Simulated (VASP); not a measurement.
# Zn (P6_3/mmc) in VASP: a series of runs

The runs below take Zn through single point, with PBEsol, r2SCAN.

Everything below comes from runs of VASP 6.6.1. Logs are shortened: lines on timing, memory, paths and dates and some standing lists are left out, and cuts for length are marked.

### 1 The cell of the first run

The structure is hexagonal, space group P6_3/mmc (No. 194). The conventional cell has a = 2.590 Å, b = 2.590 Å, c = 4.915 Å, α = 90.00°, β = 90.00°, γ = 120.00°. Within 3.4 Å of Zn (site symmetry -6m2) lie 12 Zn at 2.59 to 2.88 Å.

### 2 Single point, PBEsol

Contents of INCAR:

```
SYSTEM = Zn
  PREC = Accurate
  ENCUT = 520
  EDIFF = 1E-6
  ISMEAR = -1
  SIGMA = 0.05
  LREAL = .False.
  LASPH = .True.
  NELM = 100
  ALGO = Normal
  ISIF = 2
  LWAVE = .False.
  LCHARG = .False.
  GGA = PS
  NBANDS = 19
```

Contents of KPOINTS:

```
regular mesh
0
Gamma
  11 11 5
  0 0 0
```

Contents of POSCAR:

```
Zn
1.0
    2.5900760000      0.0000000000      0.0000000000
   -1.2950380000      2.2430720000      0.0000000000
    0.0000000000      0.0000000000      4.9150760000
Zn
2
Direct
    0.3333330000      0.6666670000      0.2500000000
    0.6666670000      0.3333330000      0.7500000000
```

Potentials or basis: VASP PAW PBE potentials, release 64 (Zn).

On the command line:

```console
> cat potpaw_PBE.64/Zn/POTCAR > POTCAR
> mpirun -np 1 vasp_std > vasp.out
```

OUTCAR:

```text
SYSTEM = Zn
   PREC = Accurate
   ENCUT = 520
   EDIFF = 1E-6
   ISMEAR = -1
   LREAL = .False.
   LASPH = .True.
   NELM = 100
   ISIF = 2
   GGA = PS

 ion  position               nearest neighbor table
   1  0.333  0.667  0.250-   2 2.88   2 2.88   2 2.88   2 2.88   2 2.88   2 2.88
   2  0.667  0.333  0.750-   1 2.88   1 2.88   1 2.88   1 2.88   1 2.88   1 2.88

  LATTYP: Found a hexagonal cell.
 ALAT       =     2.5900760000
 C/A-ratio  =     1.8976570572

  Lattice vectors:

 A1 = (   2.5900760000,   0.0000000000,   0.0000000000)
 A2 = (  -1.2950380000,   2.2430720000,   0.0000000000)
 A3 = (   0.0000000000,   0.0000000000,   4.9150760000)

Analysis of symmetry for initial positions (statically):
=====================================================================
 Subroutine PRICEL returns:
 Original cell was already a primitive cell.

 Routine SETGRP: Setting up the symmetry group for a
 hexagonal supercell.

 Subroutine GETGRP returns: Found 24 space group operations
 (whereof 12 operations were pure point group operations)
 out of a pool of 24 trial point group operations.

The static configuration has the point symmetry D_3d.
 The point group associated with its full space group is D_6h.

Analysis of symmetry for dynamics (positions and initial velocities):
=====================================================================
 Subroutine PRICEL returns:
 Original cell was already a primitive cell.

 Routine SETGRP: Setting up the symmetry group for a
 hexagonal supercell.

 Subroutine GETGRP returns: Found 24 space group operations
 (whereof 12 operations were pure point group operations)
 out of a pool of 24 trial point group operations.

The dynamic configuration has the point symmetry D_3d.
 The point group associated with its full space group is D_6h.

 Subroutine INISYM returns: Found 24 space group operations
 (whereof 12 operations are pure point group operations),
 and found     1 'primitive' translations

----------------------------------------------------------------------------------------

                                     Primitive cell

  volume of cell :      28.5552

  direct lattice vectors                    reciprocal lattice vectors
     2.590076000  0.000000000  0.000000000     0.386089057  0.222908583  0.000000000
[... 76 lines left out ...]
 SYSTEM =  Zn
   PREC   = accura    normal or accurate (medium, high low for compatibility)
   ISTART =      0    job   : 0-new  1-cont  2-samecut
   ICHARG =      2    charge: 1-file 2-atom 10-const
   ISPIN  =      1    spin polarized calculation?
   LNONCOLLINEAR =      F non collinear calculations
   LSORBIT =      F    spin-orbit coupling
   LASPH  =      T    aspherical Exc in radial PAW
   ENCUT  =  520.0 eV  38.22 Ry    6.18 a.u.   4.82  4.82  9.14*2*pi/ulx,y,z
   NELM   =    100;   NELMIN=  2; NELMDL= -5     # of ELM steps
   EDIFF  = 0.1E-05   stopping-criterion for ELM
   LREAL  =      F    real-space projection
   EDIFFG = 0.1E-04   stopping-criterion for IOM
   NSW    =      0    number of steps for IOM
   IBRION =     -1    ionic relax: 0-MD 1-quasi-New 2-CG
   NFREE  =      0    steps in history (QN), initial steepest desc. (CG)
   ISIF   =      2    stress and relaxation
   ISYM   =      2    0-nonsym 1-usesym 2-fastsym
   POTIM  = 0.5000    time-step for ionic-motion
   TEBEG  =    0.0;   TEEND  =   0.0 temperature during run
   PSTRESS=    0.0 pullay stress
   NELECT =      24.0000    total number of electrons
   NUPDOWN=      -1.0000    fix difference up-down
   EMIN   =  10.00;   EMAX   =-10.00  energy-range for DOS
   EFERMI =   0.00;   METHOD = LEGACY
   ISMEAR =    -1;   SIGMA  =   0.05  broadening in eV -4-tet -1-fermi 0-gaus
   EFERMI_NEDOS =   21; number of points for ismear=-14 and -15
   IALGO  =     38    algorithm
   IMIX   =      4    mixing-type and parameters
     AMIX     =   0.40;   BMIX     =  1.00
     AMIX_MAG =   1.60;   BMIX_MAG =  1.00
  volume/ion in A,a.u.               =      14.28        96.35
  Fermi-wavevector in a.u.,A,eV,Ry     =   1.544958  2.919547 32.475668  2.386894
  Thomas-Fermi vector in A             =   2.650405
   LORBIT       =      0    0 simple, 1 ext, 2 COOP (PROOUT), +10 PAW based schemes
   GGA     = PS    functional components
   LHFCALC =     F    Hartree Fock is set to
   AEXX    =    0.0000 exact exchange contribution
   IVDW    =     0    specifies the selected vdW correction
   LEPSILON=     F    determine dielectric tensor
   LRPA    =     F    only Hartree local field effects (RPA)
 non-spin polarized calculation
  energy-cutoff  :      520.00
  volume of cell :       28.56
 maximum number of plane-waves:       787
 NGX is ok and might be reduce to    20
   NGX =  9   NGY =  9   NGZ = 19

 number of electron      24.0000005 magnetization

 Free energy of the ion-electron system (eV)
  ---------------------------------------------------
  ext. energy  EPLUGINS =         0.00000000
  ---------------------------------------------------
  free energy    TOTEN  =        -3.14315070 eV

  energy without entropy =       -3.13938320  energy(sigma->0) =       -3.14126695

 E-fermi :   3.3819     XC(G=0): -12.0317

 val. band max:        3.3582707068   @ k =   0.0909   0.0909   0.2000
 cond. band min:       3.5166395155   @ k =   0.3636   0.0909   0.0000
 fundamental gap:      0.1583688087
 Fermi energy:         3.3819193591

 k-point     1 :       0.0000    0.0000    0.0000
  band No.  band energies     occupation
      1      -7.5402      2.00000
      2      -5.5493      2.00000
      3      -4.7249      2.00000
      4      -4.4370      2.00000
      5      -4.4370      2.00000
      6      -4.3856      2.00000
[... 505 lines left out ...]
      6      -4.4131      2.00000
[... 11 lines left out ...]
     18      18.4565      0.00000
     19      21.1542      0.00000

 [... further k-points ...]
[... 5 lines left out ...]
  --------------------------------------------------------------------------------------
  -------------------------------------------------------------------------------------
  Total        0.4080040      0.4080042     -0.4242999      0.0000000      0.0000000      0.0000000
  in kB       22.8922811     22.8922890    -23.8066091      0.0000000      0.0000000      0.0000000
  external PRESSURE =       7.3259870 kB  Pullay stress =       0.0000000 kB

 VOLUME and BASIS-vectors are now :
 -----------------------------------------------------------------------------
  energy-cutoff  :      520.00
  volume of cell :       28.56
      direct lattice vectors                 reciprocal lattice vectors
     2.590076000  0.000000000  0.000000000     0.386089057  0.222908583  0.000000000
    -1.295038000  2.243072000  0.000000000     0.000000000  0.445817165  0.000000000
     0.000000000  0.000000000  4.915076000     0.000000000  0.000000000  0.203455654

 POSITION                                       TOTAL-FORCE (eV/Angst)
 -----------------------------------------------------------------------------------
     -0.00000      1.49538      1.22877         0.000000     -0.000000      0.000000
      1.29504      0.74769      3.68631        -0.000000      0.000000      0.000000
 -----------------------------------------------------------------------------------
    total drift:                               -0.000055      0.000032      0.000003

  FREE ENERGIE OF THE ION-ELECTRON SYSTEM (eV)
  ---------------------------------------------------
  free  energy   TOTEN  =        -3.1431506978 eV

  energy  without entropy=       -3.1393832022  energy(sigma->0) =       -3.14126695
```

Wall time 13 s (1 thread of Intel Xeon Platinum 8488C (Sapphire Rapids), shared host); peak memory 0.14 GiB.

Results:

| Quantity | Value |
| --- | --- |
| Free energy | -3.1432 eV |
| Pressure | 0.7 GPa |
| Band gap on the k mesh | zero (band 12 reaches 5.17 eV, above the bottom of band 13 at 0.16 eV) |

Stress tensor (GPa, compression positive):
```
 2.29  0.00  0.00
 0.00  2.29  0.00
 0.00  0.00 -2.38
```

Caveat: the PAW data sets were made with another functional, which shifts forces and pressure a little.

### 3 Single point, r2SCAN

POSCAR is that of step 2.

Contents of INCAR.step1:

```
PREC = Accurate
ENCUT = 520
ISMEAR = -1
SIGMA = 0.05
LREAL = F
LASPH = T
NELM = 100
NBANDS = 19
GGA = PE
ALGO = Normal
EDIFF = 1E-4
LWAVE = T
LCHARG = F
```

Contents of INCAR.step2:

```
PREC = Accurate
ENCUT = 520
EDIFF = 1E-6
ISMEAR = -1
SIGMA = 0.05
LREAL = F
LASPH = T
NELM = 100
ALGO = Normal
ISIF = 2
LWAVE = F
LCHARG = T
METAGGA = R2SCAN
LMIXTAU = T
LELF = T
LVHAR = T
NBANDS = 19
ISTART = 1
```

Contents of KPOINTS:

```
Automatic mesh
0
Gamma
  11 11 5
```

Potentials or basis: VASP PAW PBE potentials, release 64 (Zn).

On the command line:

```console
> cat potpaw_PBE.64/Zn/POTCAR > POTCAR
> cp INCAR.step1 INCAR
> mpirun -np 1 vasp_std > vasp.out
> cp INCAR.step2 INCAR
> mpirun -np 1 vasp_std > vasp.out
```

Wall time 78 s (1 thread of Intel Xeon Platinum 8488C (Sapphire Rapids), shared host); peak memory 0.15 GiB.

It converged, with:

```
Free energy            : -17.7690 eV
Pressure               : 2.0 GPa
Band gap on the k mesh : zero (band 12 reaches 5.23 eV, above the bottom of band 13 at 0.10 eV)
```

Stress tensor (GPa, compression positive):
```
 3.78  0.00  0.00
 0.00  3.78  0.00
 0.00  0.00 -1.41
```

Levels at points of the mesh, in eV from the Fermi level:
```tsv
k point	band 8	band 9	band 10	band 11	band 12	band 13	band 14	band 15	band 16	band 17
(0.00, 0.00, 0.00)	-7.70	-7.70	-7.49	-7.49	-4.23	-3.33	14.18	17.97	19.83	19.83
```

Caveat: the PAW data sets were made with another functional, which shifts forces and pressure a little.
